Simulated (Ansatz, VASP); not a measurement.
# Two plane-wave programs on HfH2

Contents of INCAR:

```
SYSTEM = HfH2
PREC = Accurate
ENCUT = 520
EDIFF = 1E-7
ISMEAR = 0
SIGMA = 0.1
LREAL = .False.
LASPH = .True.
NELM = 60
ALGO = Normal
ISIF = 2
LWAVE = .False.
LCHARG = .False.
GGA = PS
NBANDS = 13
```

The input KPOINTS:

```
regular mesh
0
Gamma
  16 16 16
  0 0 0
```

Contents of POSCAR:

```
HfH2
1.0
   -1.7321345597      1.7321345597      2.1188358167
    1.7321345597     -1.7321345597      2.1188358167
    1.7321345597      1.7321345597     -2.1188358167
Hf H
1 2
Direct
    0.0000000000      0.0000000000      0.0000000000
    0.7500000000      0.2500000000      0.5000000000
    0.2500000000      0.7500000000      0.5000000000
```

Input for Ansatz:

```yaml
crystal:
  lattice:
    - [-1.7321345597, 1.7321345597, 2.1188358167]
    - [1.7321345597, -1.7321345597, 2.1188358167]
    - [1.7321345597, 1.7321345597, -2.1188358167]
  atoms:
    - { symbol: Hf, position: [0.0, 0.0, 0.0] }
    - { symbol: H, position: [0.75, 0.25, 0.5] }
    - { symbol: H, position: [0.25, 0.75, 0.5] }
basis:
  ecutwfc: 420
kpoints:
  mp_grid: { grid: [16, 16, 16] }
  band_path:
    path:
      - [[0.0, 0.0, 0.0], [0.0, 0.0, 0.5], [0.25, 0.25, 0.25], [0.0, 0.5, 0.0], [0.0, 0.0, 0.0], [0.5, 0.5, -0.5], [0.41707392, 0.58292608, -0.41707392]]
      - [[-0.41707392, 0.41707392, 0.41707392], [0.0, 0.0, 0.0]]
      - [[0.0, 0.0, 0.5], [-0.33414783, 0.33414783, 0.5]]
      - [[0.5, 0.5, -0.33414783], [0.5, 0.5, -0.5]]
    npoints: 14
hamiltonian:
  xc: pbesol
scf:
  occupations: { method: gaussian, width: 0.1 }
  n_extra_bands: 7
output:
  forces: true
  stress: true
  eigenvalues: true
  populations: true
  dos: { projected: true, de: 0.02, nscf_kmesh: { grid: [24, 24, 24] } }
  bader: true
  write_density: true
  write_potential: true
  elf: true
  volumetric_format: npy
```

Alike in both runs: task single point; functional PBEsol; k mesh 16 × 16 × 16; occupations gaussian, width 0.1 eV; no spin polarisation.

|  | VASP | Ansatz |
| --- | --- | --- |
| version | VASP 6.6.1 | Ansatz 0.2.0 |
| potentials or method | VASP PAW PBE potentials, release 64 (Hf_pv, H), cutoff 520 eV | scalar-relativistic, plane waves, PAW |
| valence electrons in the cell | 12 | 28 |

```tsv
	VASP	Ansatz	Ansatz less VASP
gap on the k mesh at the Fermi level (eV)	none	none	-
pressure (GPa)	-0.6	0.0	+0.62
```

VASP's potentials were made for PBE, not for PBEsol. A gap of «none» marks a metal or a gap that the smearing closes. The functional is the same, so the differences come from potentials, cutoffs and numerics. VASP's potentials hold 12 valence electrons a cell and Ansatz's 28, so a difference there can come from the potentials and not from the codes.

Neither program's run includes spin-orbit coupling.
